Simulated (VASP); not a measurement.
Input of a VASP 6.6.1 run:

Contents of INCAR:

```
SYSTEM = Hf4F3
PREC     = Accurate       ! precision mode
ENCUT    = 520            ! plane-wave cutoff, eV
EDIFF    = 1E-7           ! SCF threshold, eV
ISMEAR   = 0              ! smearing method
SIGMA    = 0.1            ! smearing width, eV
LREAL    = .False.        ! projectors in reciprocal space
LASPH    = .True.         ! aspherical terms in the spheres
NELM     = 60             ! most SCF steps
ALGO     = Normal         ! electronic algorithm
ISIF     = 2              ! what is computed and relaxed
LWAVE    = .False.        ! write WAVECAR
LCHARG   = .False.        ! write CHGCAR
GGA      = PE             ! functional
NBANDS   = 40             ! bands
```

File KPOINTS:

```
regular mesh
0
Gamma
  12 12 2
  0 0 0
```

The input POSCAR:

```
Hf4F3
1.0
    2.7324673258     -1.5776396617      0.0283269954
    2.7324673258      1.5776396617      0.0283269954
   -0.1532739332      0.0000000000     13.7549261922
Hf F
4 3
Direct
    0.8567187684      0.8567187684      0.8537990020
    0.1904465853      0.1904465853      0.1364007027
    0.5240132851      0.5240132851      0.3087103133
    0.5231251638      0.5231251638      0.6794201628
    0.8569368677      0.8569368677      0.0338669796
    0.1907975701      0.1907975701      0.4098638646
    0.8563273061      0.8563273061      0.5779389754
```

Potentials or basis: VASP PAW PBE potentials, release 64 (Hf_pv, F).

Launch:

```bash
$ cat potpaw_PBE.64/Hf_pv/POTCAR potpaw_PBE.64/F/POTCAR > POTCAR
$ mpirun -np 1 vasp_std > vasp.out
```

Task: Estimate the band gap on the k mesh.

Result: Zero (an odd number of electrons rules out a gap without spin polarisation).

Task: What does it give for the largest force?

Result: 0.127 eV/Å.

Task: What does it give for the pressure?

Result: 1.6 GPa.

Forces in eV/Å, atoms in the order of the input:
```
Hf   0.000  0.000 -0.010
Hf   0.000  0.000 -0.060
Hf  -0.001  0.000  0.064
Hf   0.001  0.000 -0.072
F   -0.001  0.000  0.077
F    0.001  0.000 -0.126
F   -0.001  0.000  0.127
```

Caveat: spin-orbit coupling is left out, which moves the levels of the heavy elements; an odd number of electrons without spin polarisation forces a metal; a magnetic or distorted state may lie lower.
